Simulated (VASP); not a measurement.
Crystal: Zn.

```
CELL_PARAMETERS angstrom
-1.58968 1.58968 1.58968
1.58968 -1.58968 1.58968
1.58968 1.58968 -1.58968
ATOMIC_POSITIONS crystal
Zn 0.00000 0.00000 0.00000
```

Base run:

```yaml
Program: VASP 6.6.1
Functional: PBEsol
Potentials_or_basis: VASP PAW PBE potentials, release 64 (Zn)
Cutoff: 520 eV
k_mesh: 12 × 12 × 12
Occupations: fermi-dirac, width 0.05 eV
Spin: no spin polarisation
```

Its results: band gap on the k mesh zero (band 6 reaches 6.74 eV, above the bottom of band 7 at 1.57 eV); pressure -6.6 GPa.

Task: The run is repeated on the same cell with these changes: functional from PBEsol to LDA; potentials or basis from VASP PAW PBE potentials, release 64 (Zn) to VASP PAW LDA potentials, release 64 (Zn). What comes out?

Result: Band gap on the k mesh zero (band 6 reaches 6.64 eV, above the bottom of band 7 at 1.45 eV); pressure -9.4 GPa.

Caveats: the PAW data sets were made with another functional, which shifts forces and pressure a little (some runs).
